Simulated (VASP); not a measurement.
Input of a VASP 6.6.1 run:

INCAR

```
SYSTEM = K
PREC = Accurate
ENCUT = 520
EDIFF = 1E-7
ISMEAR = -1
SIGMA = 0.05
LREAL = .False.
LASPH = .True.
NELM = 100
ALGO = Normal
ISIF = 2
LWAVE = .False.
LCHARG = .True.
GGA = PE
LELF = .True.
LVHAR = .True.
NBANDS = 10
```

File KPOINTS:

```
regular mesh
0
Gamma
  7 7 7
  0 0 0
```

File POSCAR:

```
K
1.0
    0.0000000000      3.3226314950      3.3226314950
    3.3226314950      0.0000000000      3.3226314950
    3.3226314950      3.3226314950      0.0000000000
K
1
Direct
    0.0000000000      0.0000000000      0.0000000000
```

Potentials or basis: VASP PAW PBE potentials, release 64 (K_sv).

Command:

```sh
$ cat potpaw_PBE.64/K_sv/POTCAR > POTCAR
$ mpirun -np 1 vasp_std > vasp.out
```

Predict the pressure.

0.0 GPa.
